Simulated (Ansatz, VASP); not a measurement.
## Two plane-wave programs on VWC2

The input INCAR:

```
ALGO = Normal
EDIFF = 1E-7
ENCUT = 520
GGA = PE
ISIF = 2
ISMEAR = -1
ISPIN = 2
LASPH = T
LCHARG = F
LMAXMIX = 4
LORBIT = 11
LREAL = F
LWAVE = F
MAGMOM = 0 2 0 0
NBANDS = 30
NELM = 150
PREC = Accurate
SIGMA = 0.05
```

Contents of KPOINTS:

```
k-points
0
Gamma
  10 10 10
```

POSCAR

```
VWC2
1.0
    1.5467945743      0.8930422639      5.0306607640
   -1.5467945743      0.8930422639      5.0306607640
    0.0000000000     -1.7860845277      5.0306607640
W V C
1 1 2
Direct
    0.0000000000      0.0000000000      0.0000000000
    0.5000000000      0.5000000000      0.5000000000
    0.2464940000      0.2464940000      0.2464940000
    0.7535060000      0.7535060000      0.7535060000
```

File input.yaml:

```yaml
crystal:
  lattice:
    - [1.5467945743, 0.8930422639, 5.030660764]
    - [-1.5467945743, 0.8930422639, 5.030660764]
    - [0.0, -1.7860845277, 5.030660764]
  atoms:
    - { symbol: W, position: [0.0, 0.0, 0.0] }
    - { symbol: V, position: [0.5, 0.5, 0.5], spin: 2.0 }
    - { symbol: C, position: [0.246494, 0.246494, 0.246494] }
    - { symbol: C, position: [0.753506, 0.753506, 0.753506] }
hamiltonian:
  xc: pbe
  pseudopotentials: { kind: paw }
magnetization:
  spin_polarized: true
kpoints:
  mp_grid: { grid: [10, 10, 10] }
scf:
  occupations: { method: fermi_dirac, width: 0.05 }
output:
  forces: true
  stress: true
  eigenvalues: true
```

Alike in both runs: task single point; functional PBE; k mesh 10 × 10 × 10; occupations fermi-dirac, width 0.05 eV; collinear spin.

```csv
,VASP,Ansatz
version,VASP 6.6.1,Ansatz 0.2.0
potentials or method,"VASP PAW PBE potentials, release 64 (W_sv, V_sv, C)",Ansatz PAW
plane-wave cutoff (eV),520,420
valence electrons in the cell,35,35
```

|  | VASP | Ansatz | Ansatz less VASP |
| --- | --- | --- | --- |
| gap on the k mesh at the Fermi level (eV) | none | none | - |
| pressure (GPa) | -18.3 | -18.9 | -0.58 |
| rms of the force components (eV/Å) | 0.133 | 0.136 | +0.0036 |
| net moment per atom (μB) | 0.00 | 0.00 | 0.000 |

Atom by atom the forces differ by 0.004 eV/Å (rms over components). A gap of «none» marks a metal or a gap that the smearing closes.

Neither program's run includes spin-orbit coupling.
